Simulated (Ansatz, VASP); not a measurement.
**CdF2 in VASP and in Ansatz**

```
Cd F
1.0
     2.59777    2.59777    0.00000
    -2.59777    2.59777    0.00000
     0.00000    2.59777    2.59777
Cd F
1 2
Direct
  0.00000 0.00000 0.00000
  0.25000 0.75000 0.50000
  0.75000 0.25000 0.50000
```

Alike in both runs: task single point; functional PBEsol; k mesh 8 × 8 × 8; no spin polarisation.

```csv
,VASP,Ansatz
version,VASP 6.6.1,Ansatz 0.2.0
potentials or method,"VASP PAW PBE potentials, release 64 (Cd, F), cutoff 520 eV","all-electron LAPW, scalar-relativistic"
occupations,"gaussian, width 0.01 eV",fixed
```

Ansatz gave:

```
gap on the k mesh at the Fermi level (eV) : 3.31
pressure (GPa)                            : 15.0
```

What did VASP give for the same quantities?

gap on the k mesh at the Fermi level (eV): 3.28; pressure (GPa): 16.5.

VASP's potentials were made for PBE, not for PBEsol. Ansatz ran all-electron here, and VASP with PAW potentials.
